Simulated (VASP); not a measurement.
# TiH3 (P6_3/mmc) in VASP: a series of runs

TiH3 is run at these levels: r2SCAN, PBE; tasks: single point, relaxation of cell and atoms.

Everything below comes from runs of VASP 6.6.1. Logs are shortened: lines on timing, memory, paths and dates and some standing lists are left out, and cuts for length are marked.

**1. The cell of the first run**

Symmetry: P6_3/mmc, No. 194, hexagonal system. Conventional cell: a = 3.165 Å, b = 3.165 Å, c = 5.585 Å, α = 90.00°, β = 90.00°, γ = 120.00°. Within 2.4 Å of Ti (site symmetry -6m2) lie 11 H at 1.83 to 2.02 Å. Within 2.3 Å of H (site symmetry 3m) lie 7 H at 1.74 to 2.11 Å and 4 Ti at 1.92 to 2.02 Å. Within 2.4 Å of H (site symmetry -6m2) lie 3 Ti at 1.83 Å and 6 H at 2.02 Å.

**2. Single point, r2SCAN**

POSCAR reads:

```
TiH3
1.0
    3.1654958125      0.0000000000      0.0000000000
   -1.5827479062      2.7413997892      0.0000000000
    0.0000000000      0.0000000000      5.5850786000
Ti H
2 6
Direct
    0.3333333333      0.6666666667      0.2500000000
    0.6666666667      0.3333333333      0.7500000000
    0.3333333333      0.6666666667      0.5939700000
    0.3333333333      0.6666666667      0.9060300000
    0.6666666667      0.3333333333      0.4060300000
    0.6666666667      0.3333333333      0.0939700000
    0.0000000000      0.0000000000      0.2500000000
    0.0000000000      0.0000000000      0.7500000000
```

INCAR.step1 reads:

```
SYSTEM = TiH3
PREC = Accurate
ENCUT = 520
ISMEAR = 0
SIGMA = 0.1
LREAL = .False.
LASPH = .True.
NELM = 80
NBANDS = 25
GGA = PE
ALGO = Normal
EDIFF = 1E-4
LWAVE = .True.
LCHARG = .False.
```

INCAR.step2 reads:

```
SYSTEM = TiH3
PREC = Accurate
ENCUT = 520
EDIFF = 1E-6
ISMEAR = 0
SIGMA = 0.1
LREAL = .False.
LASPH = .True.
NELM = 80
ALGO = Normal
ISIF = 2
LWAVE = .False.
LCHARG = .True.
METAGGA = R2SCAN
LMIXTAU = .True.
LELF = .True.
LVHAR = .True.
NBANDS = 25
ISTART = 1
```

KPOINTS reads:

```
Automatic mesh
0
Gamma
  12 12 8
  0 0 0
```

Potentials or basis: VASP PAW PBE potentials, release 64 (Ti_sv, H).

The run is started by

```
$ cat potpaw_PBE.64/Ti_sv/POTCAR potpaw_PBE.64/H/POTCAR > POTCAR
$ cp INCAR.step1 INCAR
$ mpirun -np 1 vasp_std > vasp.out
$ cp INCAR.step2 INCAR
$ mpirun -np 1 vasp_std > vasp.out
```

OUTCAR:

```text
SYSTEM = TiH3
   PREC = Accurate
   ENCUT = 520
   EDIFF = 1E-6
   ISMEAR = 0
   LREAL = .False.
   LASPH = .True.
   NELM = 80
   ISIF = 2
   METAGGA = R2SCAN
   ISTART = 1

 ion  position               nearest neighbor table
   1  0.333  0.667  0.250-   7 1.83   7 1.83   7 1.83
   2  0.667  0.333  0.750-   8 1.83   8 1.83   8 1.83
   3  0.333  0.667  0.594-
   4  0.333  0.667  0.906-
   5  0.667  0.333  0.406-
   6  0.667  0.333  0.094-
   7  0.000  0.000  0.250-   1 1.83   1 1.83   1 1.83
   8  0.000  0.000  0.750-   2 1.83   2 1.83   2 1.83

  LATTYP: Found a hexagonal cell.
 ALAT       =     3.1654958125
 C/A-ratio  =     1.7643613926

  Lattice vectors:

 A1 = (   3.1654958125,   0.0000000000,   0.0000000000)
 A2 = (  -1.5827479062,   2.7413997892,   0.0000000000)
 A3 = (   0.0000000000,   0.0000000000,   5.5850786000)

Analysis of symmetry for initial positions (statically):
=====================================================================
 Subroutine PRICEL returns:
 Original cell was already a primitive cell.

 Routine SETGRP: Setting up the symmetry group for a
 hexagonal supercell.

 Subroutine GETGRP returns: Found 24 space group operations
 (whereof 12 operations were pure point group operations)
 out of a pool of 24 trial point group operations.

The static configuration has the point symmetry D_3d.
 The point group associated with its full space group is D_6h.

Analysis of symmetry for dynamics (positions and initial velocities):
=====================================================================
 Subroutine PRICEL returns:
 Original cell was already a primitive cell.

 Routine SETGRP: Setting up the symmetry group for a
 hexagonal supercell.

 Subroutine GETGRP returns: Found 24 space group operations
 (whereof 12 operations were pure point group operations)
 out of a pool of 24 trial point group operations.

The dynamic configuration has the point symmetry D_3d.
 The point group associated with its full space group is D_6h.

 Subroutine INISYM returns: Found 24 space group operations
 (whereof 12 operations are pure point group operations),
 and found     1 'primitive' translations

----------------------------------------------------------------------------------------

                                     Primitive cell

  volume of cell :      48.4667

  direct lattice vectors                    reciprocal lattice vectors
     3.165495813  0.000000000  0.000000000     0.315906278  0.182388575  0.000000000
    -1.582747906  2.741399789  0.000000000     0.000000000  0.364777149  0.000000000
     0.000000000  0.000000000  5.585078600     0.000000000  0.000000000  0.179048510

  length of vectors
     3.165495813  3.165495812  5.585078600     0.364777149  0.364777149  0.179048510

  position of ions in fractional coordinates (direct lattice)
     0.333333333  0.666666667  0.250000000
     0.666666667  0.333333333  0.750000000
     0.333333333  0.666666667  0.593970000
     0.333333333  0.666666667  0.906030000
     0.666666667  0.333333333  0.406030000
     0.666666667  0.333333333  0.093970000
     0.000000000  0.000000000  0.250000000
     0.000000000  0.000000000  0.750000000

  ion indices of the primitive-cell ions
   primitive index   ion index
                 1           1
                 2           2
                 3           3
                 4           4
                 5           5
                 6           6
                 7           7
                 8           8

----------------------------------------------------------------------------------------

 KPOINTS: Automatic mesh

Automatic generation of k-mesh.
 Grid dimensions read from file:
 generate k-points for:   12   12    8

 Generating k-lattice:

  Cartesian coordinates                     Fractional coordinates (reciprocal lattice)
     0.026325523  0.015199048  0.000000000     0.083333333  0.000000000  0.000000000
     0.000000000  0.030398096  0.000000000     0.000000000  0.083333333  0.000000000
     0.000000000  0.000000000  0.022381064     0.000000000  0.000000000  0.125000000

  Length of vectors
     0.030398096  0.030398096  0.022381064

  Shift w.r.t. Gamma in fractional coordinates (k-lattice)
     0.000000000  0.000000000  0.000000000

 Subroutine IBZKPT returns following result:
 ===========================================

 Found     95 irreducible k-points:

 Following reciprocal coordinates:
            Coordinates               Weight
  0.000000  0.000000  0.000000      1.000000
  0.083333  0.000000  0.000000      6.000000
  0.166667 -0.000000  0.000000      6.000000
  0.250000 -0.000000  0.000000      6.000000
  0.333333 -0.000000  0.000000      6.000000
  0.416667 -0.000000  0.000000      6.000000
[... 16 lines left out ...]
  0.250000 -0.000000  0.125000     12.000000
  0.333333 -0.000000  0.125000     12.000000
 [... further k-points ...]
   k-points           NKPTS =     95   k-points in BZ     NKDIM =     95   number of bands    NBANDS=     25
   number of dos      NEDOS =    301   number of ions     NIONS =      8
   total plane-waves  NPLWV =  24192
   dimension x,y,z NGX =    24 NGY =   24 NGZ =   42
   dimension x,y,z NGXF=    48 NGYF=   48 NGZF=   84
   ions per type =               2   6
   NGX,Y,Z   is equivalent  to a cutoff of  12.60, 12.60, 12.50 a.u.
   NGXF,Y,Z  is equivalent  to a cutoff of  25.21, 25.21, 25.00 a.u.
 SYSTEM =  TiH3
   PREC   = accura    normal or accurate (medium, high low for compatibility)
   ISTART =      1    job   : 0-new  1-cont  2-samecut
   ICHARG =      0    charge: 1-file 2-atom 10-const
   ISPIN  =      1    spin polarized calculation?
   LNONCOLLINEAR =      F non collinear calculations
   LSORBIT =      F    spin-orbit coupling
   LASPH  =      T    aspherical Exc in radial PAW
   ENCUT  =  520.0 eV  38.22 Ry    6.18 a.u.   5.89  5.89 10.38*2*pi/ulx,y,z
   NELM   =     80;   NELMIN=  2; NELMDL=  0     # of ELM steps
   EDIFF  = 0.1E-05   stopping-criterion for ELM
   LREAL  =      F    real-space projection
   EDIFFG = 0.1E-04   stopping-criterion for IOM
   NSW    =      0    number of steps for IOM
   IBRION =     -1    ionic relax: 0-MD 1-quasi-New 2-CG
   NFREE  =      0    steps in history (QN), initial steepest desc. (CG)
   ISIF   =      2    stress and relaxation
   ISYM   =      2    0-nonsym 1-usesym 2-fastsym
   POTIM  = 0.5000    time-step for ionic-motion
   TEBEG  =    0.0;   TEEND  =   0.0 temperature during run
   PSTRESS=    0.0 pullay stress
   NELECT =      30.0000    total number of electrons
   NUPDOWN=      -1.0000    fix difference up-down
   EMIN   =  10.00;   EMAX   =-10.00  energy-range for DOS
   EFERMI =   0.00;   METHOD = LEGACY
   ISMEAR =     0;   SIGMA  =   0.10  broadening in eV -4-tet -1-fermi 0-gaus
   EFERMI_NEDOS =   21; number of points for ismear=-14 and -15
   IALGO  =     38    algorithm
   IMIX   =      4    mixing-type and parameters
     AMIX     =   0.40;   BMIX     =  1.00
     AMIX_MAG =   1.60;   BMIX_MAG =  1.00
  volume/ion in A,a.u.               =       6.06        40.88
  Fermi-wavevector in a.u.,A,eV,Ry     =   1.395192  2.636531 26.484583  1.946562
  Thomas-Fermi vector in A             =   2.518668
   LORBIT       =      0    0 simple, 1 ext, 2 COOP (PROOUT), +10 PAW based schemes
   METAGGA = R2SCAN    functional components
   LHFCALC =     F    Hartree Fock is set to
   AEXX    =    0.0000 exact exchange contribution
   IVDW    =     0    specifies the selected vdW correction
   LEPSILON=     F    determine dielectric tensor
   LRPA    =     F    only Hartree local field effects (RPA)
 non-spin polarized calculation
 Gauss-broadening in eV      SIGMA  =   0.10
  energy-cutoff  :      520.00
  volume of cell :       48.47
 maximum number of plane-waves:      1320
 NGX is ok and might be reduce to    24
   NGX = 11   NGY = 11   NGZ = 21

 number of electron      30.0000006 magnetization

 Free energy of the ion-electron system (eV)
  ---------------------------------------------------
  ext. energy  EPLUGINS =         0.00000000
  ---------------------------------------------------
  free energy    TOTEN  =       -49.24096863 eV

  energy without entropy =      -49.22522806  energy(sigma->0) =      -49.23309834

 E-fermi :   7.6877     XC(G=0): -12.2281

 val. band max:        7.6817538970   @ k =   0.1667  -0.0000   0.2500
 cond. band min:       7.6928950523   @ k =   0.3333   0.0833   0.3750
 fundamental gap:      0.0111411553
 Fermi energy:         7.6876743245

 k-point     1 :       0.0000    0.0000    0.0000
  band No.  band energies     occupation
      1     -52.3701      2.00000
      2     -52.3432      2.00000
      3     -27.7464      2.00000
      4     -27.5037      2.00000
      5     -27.4625      2.00000
      6     -27.4625      2.00000
[... 17 lines left out ...]
     24      11.4186      0.00000
     25      20.3949      0.00000

 k-point     2 :       0.0833    0.0000    0.0000
  band No.  band energies     occupation
      1     -52.3673      2.00000
      2     -52.3412      2.00000
      3     -27.7398      2.00000
      4     -27.5046      2.00000
      5     -27.4833      2.00000
      6     -27.4674      2.00000
[... 17 lines left out ...]
     24      11.4901      0.00000
     25      19.5321      0.00000

 k-point     3 :       0.1667   -0.0000    0.0000
  band No.  band energies     occupation
      1     -52.3594      2.00000
      2     -52.3357      2.00000
      3     -27.7212      2.00000
      4     -27.5404      2.00000
      5     -27.5182      2.00000
      6     -27.5077      2.00000
[... 552 lines left out ...]
 k-point    23 :       0.2500   -0.0000    0.1250
  band No.  band energies     occupation
      1     -52.3477      2.00000
      2     -52.3292      2.00000
      3     -27.6911      2.00000
      4     -27.6144      2.00000
      5     -27.5992      2.00000
      6     -27.5169      2.00000
[... 17 lines left out ...]
     24      13.2979      0.00000
     25      16.4609      0.00000

 k-point    24 :       0.3333   -0.0000    0.1250
  band No.  band energies     occupation
      1     -52.3365      2.00000
      2     -52.3223      2.00000
      3     -27.7042      2.00000
      4     -27.6765      2.00000
      5     -27.6466      2.00000
      6     -27.5261      2.00000
[... 17 lines left out ...]
     24      13.9593      0.00000
     25      15.7417      0.00000

 [... further k-points ...]

------------------------ aborting loop because EDIFF is reached ----------------------------------------

  FORCE on cell =-STRESS in cart. coord.  units (eV):
  Direction    XX          YY          ZZ          XY          YZ          ZX
  --------------------------------------------------------------------------------------
  -------------------------------------------------------------------------------------
  Total       -0.4573057     -0.4573057     -0.1725788     -0.0000000      0.0000000      0.0000000
  in kB      -15.1172834    -15.1172834     -5.7049862     -0.0000000      0.0000000      0.0000000
  external PRESSURE =     -11.9798510 kB  Pullay stress =       0.0000000 kB

 VOLUME and BASIS-vectors are now :
 -----------------------------------------------------------------------------
  energy-cutoff  :      520.00
  volume of cell :       48.47
      direct lattice vectors                 reciprocal lattice vectors
     3.165495813  0.000000000  0.000000000     0.315906278  0.182388575  0.000000000
    -1.582747906  2.741399789  0.000000000     0.000000000  0.364777149  0.000000000
     0.000000000  0.000000000  5.585078600     0.000000000  0.000000000  0.179048510

 POSITION                                       TOTAL-FORCE (eV/Angst)
 -----------------------------------------------------------------------------------
     -0.00000      1.82760      1.39627        -0.000000      0.000000      0.000000
      1.58275      0.91380      4.18881        -0.000000     -0.000000      0.000000
     -0.00000      1.82760      3.31737        -0.000000      0.000000     -0.052291
     -0.00000      1.82760      5.06025        -0.000000     -0.000000      0.052291
      1.58275      0.91380      2.26771         0.000000     -0.000000      0.052291
      1.58275      0.91380      0.52483        -0.000000      0.000000     -0.052291
      0.00000      0.00000      1.39627        -0.000000     -0.000000      0.000000
      0.00000      0.00000      4.18881         0.000000      0.000000      0.000000
 -----------------------------------------------------------------------------------
    total drift:                               -0.000000      0.000000     -0.000000

  FREE ENERGIE OF THE ION-ELECTRON SYSTEM (eV)
  ---------------------------------------------------
  free  energy   TOTEN  =       -49.2409686276 eV

  energy  without entropy=      -49.2252280566  energy(sigma->0) =      -49.23309834
```

It took 5.7 min on 1 thread of AMD EPYC 9R45 (Zen 5), shared host; peak memory 0.2 GiB.

Results:

| Property | Result |
| --- | --- |
| Free energy | -49.2410 eV |
| Pressure | -1.2 GPa |
| Largest force | 0.052 eV/Å |
| Band gap on the k mesh | zero (bands 15 and 16 overlap by 1.14 eV) |

Forces on the atoms (eV/Å):
```
Ti   0.000  0.000  0.000
Ti   0.000  0.000  0.000
H    0.000  0.000 -0.052
H    0.000  0.000  0.052
H    0.000  0.000  0.052
H    0.000  0.000 -0.052
H    0.000  0.000  0.000
H    0.000  0.000  0.000
```

Levels at points of the mesh, in eV from the Fermi level:
```tsv
k point	band 11	band 12	band 13	band 14	band 15	band 16	band 17	band 18	band 19	band 20
(0.00, 0.00, 0.00)	-6.97	-3.50	-0.57	-0.57	-0.34	-0.34	0.51	0.70	0.70	1.11
(0.50, 0.00, 0.00)	-6.78	-5.58	-5.18	-4.74	-0.22	0.92	1.73	1.80	1.87	1.96
(0.00, 0.00, 0.50)	-5.21	-5.21	-0.56	-0.56	-0.56	-0.56	0.63	0.63	1.30	1.30
(0.50, 0.00, 0.50)	-6.73	-6.73	-5.16	-5.16	0.56	0.56	1.17	1.17	1.92	1.92
```

Caveat: the PAW data sets were made with another functional, which shifts forces and pressure a little.

**3. Relaxation of cell and atoms, PBE**

INCAR reads:

```
PREC = Accurate
ENCUT = 600
EDIFF = 1E-6
ISMEAR = 0
SIGMA = 0.1
LREAL = False
LASPH = True
NELM = 100
ALGO = Normal
ISIF = 3
LWAVE = False
LCHARG = False
GGA = PE
IBRION = 2
NSW = 100
EDIFFG = -0.01
```

KPOINTS reads:

```
regular mesh
0
Gamma
  12 12 8
```

POSCAR reads:

```
TiH3
1.0
    3.1654958000      0.0000000000      0.0000000000
   -1.5827479000      2.7413998000      0.0000000000
    0.0000000000      0.0000000000      5.5850786000
Ti H
2 6
Direct
    0.3333333000      0.6666667000      0.2500000000
    0.6666667000      0.3333333000      0.7500000000
    0.3333333000      0.6666667000      0.5939700000
    0.3333333000      0.6666667000      0.9060300000
    0.6666667000      0.3333333000      0.4060300000
    0.6666667000      0.3333333000      0.0939700000
    0.0000000000      0.0000000000      0.2500000000
    0.0000000000      0.0000000000      0.7500000000
```

Potentials or basis: VASP PAW PBE potentials, release 64 (Ti_sv, H).

The run is started by

```
$ cat potpaw_PBE.64/Ti_sv/POTCAR potpaw_PBE.64/H/POTCAR > POTCAR
$ mpirun -np 1 vasp_std > vasp.out
```

It took 67 s on 1 thread of AMD EPYC 9R45 (Zen 5), shared host; peak memory 0.22 GiB.

The run converged. Its results:

```yaml
Free_energy: -38.2359 eV
Pressure_after_relaxing: 0.1 GPa
Band_gap_on_the_k_mesh: zero (bands 15 and 16 overlap by 1.11 eV)
```

Final structure:
```
Ti H
1.0
     3.16550    0.00000    0.00000
    -1.58275    2.74140    0.00000
     0.00000    0.00000    5.58508
Ti H
2 6
Cartesian
  0.0000 1.8276 1.3963
  1.5827 0.9138 4.1888
  0.0000 1.8276 3.3174
  0.0000 1.8276 5.0602
  1.5827 0.9138 2.2677
  1.5827 0.9138 0.5248
  0.0000 0.0000 1.3963
  0.0000 0.0000 4.1888
```

Levels at points of the mesh, in eV from the Fermi level:
| k point | band 13 | band 14 | band 15 | band 16 | band 17 | band 18 |
| --- | --- | --- | --- | --- | --- | --- |
| (0.00, 0.00, 0.00) | -0.55 | -0.55 | -0.32 | -0.32 | 0.68 | 0.68 |
| (0.50, 0.00, 0.00) | -4.75 | -4.45 | -0.22 | 0.90 | 1.67 | 1.73 |
| (0.00, 0.00, 0.50) | -0.53 | -0.53 | -0.53 | -0.53 | 0.87 | 0.87 |
| (0.50, 0.00, 0.50) | -4.76 | -4.76 | 0.54 | 0.54 | 1.13 | 1.13 |
